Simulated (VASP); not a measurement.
A run of VASP 6.6.1 is set up as follows.

INCAR

```
SYSTEM = Ru
PREC = Accurate
ENCUT = 560
EDIFF = 1E-6
ISMEAR = -1
SIGMA = 0.05
LREAL = .FALSE.
LASPH = .TRUE.
NELM = 120
ALGO = Normal
ISIF = 2
LWAVE = .FALSE.
LCHARG = .FALSE.
GGA = PE
NBANDS = 14
GGA_COMPAT = .FALSE.
```

KPOINTS

```
Automatic mesh
0
G
  17 17 15
  0 0 0
```

Contents of POSCAR:

```
Ru
1.0
    2.6634787066      0.0000000000      0.0000000000
   -1.3317393533      2.3066402223      0.0000000000
    0.0000000000      0.0000000000      2.4481536715
Ru
1
Direct
    0.0000000000      0.0000000000      0.0000000000
```

Potentials or basis: VASP PAW PBE potentials, release 64 (Ru_sv).

Launch:

```bash
$ cat potpaw_PBE.64/Ru_sv/POTCAR > POTCAR
$ mpirun -np 1 vasp_std > vasp.out
```

Estimate the pressure.

-0.3 GPa.

Predict the band gap on the k mesh.

zero (bands 8 and 9 overlap by 3.38 eV).
